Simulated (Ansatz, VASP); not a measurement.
**Al6N in VASP and in Ansatz**

File INCAR:

```
PREC = Accurate
ENCUT = 520
EDIFF = 1E-7
ISMEAR = 0
SIGMA = 0.1
LREAL = F
LASPH = T
NELM = 60
ALGO = Normal
ISIF = 2
LWAVE = F
LCHARG = F
LDIPOL = T
IDIPOL = 3
DIPOL = 0.5 0.5 0.311
GGA = PE
NBANDS = 36
```

Contents of KPOINTS:

```
Automatic mesh
0
Gamma
  5 5 1
```

The input POSCAR:

```
Al6N
1.0
    5.7143028096      0.0000000000      0.0000000000
    0.0000000000      5.7143028096      0.0000000000
    0.0000000000      0.0000000000     22.1750227687
Al N
12 2
Direct
    0.2500000000      0.2500000000      0.1803831293
    0.2500000000      0.7500000000      0.1803831293
    0.7500000000      0.2500000000      0.1803831293
    0.7500000000      0.7500000000      0.1803831293
    0.0000000000      0.0000000000      0.2744094920
    0.0000000000      0.5000000000      0.2744094920
    0.5000000000      0.0000000000      0.2744094920
    0.5000000000      0.5000000000      0.2744094920
    0.2500000000      0.2500000000      0.3686590473
    0.2500000000      0.7500000000      0.3686590473
    0.7500000000      0.2500000000      0.3686590473
    0.7500000000      0.7500000000      0.3686590473
    0.4037502879      0.5000000000      0.5310038637
    0.5962497121      0.5000000000      0.5310038637
```

Input for Ansatz:

```yaml
crystal:
  lattice:
    - [5.7143028096, 0.0, 0.0]
    - [0.0, 5.7143028096, 0.0]
    - [0.0, 0.0, 22.1750227687]
  atoms:
    - { symbol: Al, position: [0.25, 0.25, 0.1803831293] }
    - { symbol: Al, position: [0.25, 0.75, 0.1803831293] }
    - { symbol: Al, position: [0.75, 0.25, 0.1803831293] }
    - { symbol: Al, position: [0.75, 0.75, 0.1803831293] }
    - { symbol: Al, position: [0.0, 0.0, 0.274409492] }
    - { symbol: Al, position: [0.0, 0.5, 0.274409492] }
    - { symbol: Al, position: [0.5, 0.0, 0.274409492] }
    - { symbol: Al, position: [0.5, 0.5, 0.274409492] }
    - { symbol: Al, position: [0.25, 0.25, 0.3686590473] }
    - { symbol: Al, position: [0.25, 0.75, 0.3686590473] }
    - { symbol: Al, position: [0.75, 0.25, 0.3686590473] }
    - { symbol: Al, position: [0.75, 0.75, 0.3686590473] }
    - { symbol: "N", position: [0.4037502879, 0.5, 0.5310038637] }
    - { symbol: "N", position: [0.5962497121, 0.5, 0.5310038637] }
basis:
  ecutwfc: 420
kpoints:
  mp_grid: { grid: [5, 5, 1] }
hamiltonian:
  xc: pbe
scf:
  occupations: { method: gaussian, width: 0.1 }
output:
  forces: true
  eigenvalues: true
efield:
  axis: 3
  dipole_correction: true
  ramp_width: 0.04
```

Alike in both runs: task single point; functional PBE; k mesh 5 × 5 × 1; occupations gaussian, width 0.1 eV; no spin polarisation.

```csv
,VASP,Ansatz
version,VASP 6.6.1,Ansatz 0.2.0
potentials or method,"VASP PAW PBE potentials, release 64 (Al, N), cutoff 520 eV","scalar-relativistic, plane waves, PAW"
valence electrons in the cell,46,46
```

Ansatz gave:

* gap on the k mesh at the Fermi level (eV): none
* rms of the force components (eV/Å): 0.088

Question: Which values does VASP return?

Answer: gap on the k mesh at the Fermi level (eV): none; rms of the force components (eV/Å): 0.478.

Atom by atom the forces differ by 0.391 eV/Å (rms over components). A gap of «none» marks a metal or a gap that the smearing closes. One of these differences is far larger than is usual between the two programs; its cause wasn't traced.

Noted on VASP's run: the standard files for N, O and F lose accuracy on very short bonds.
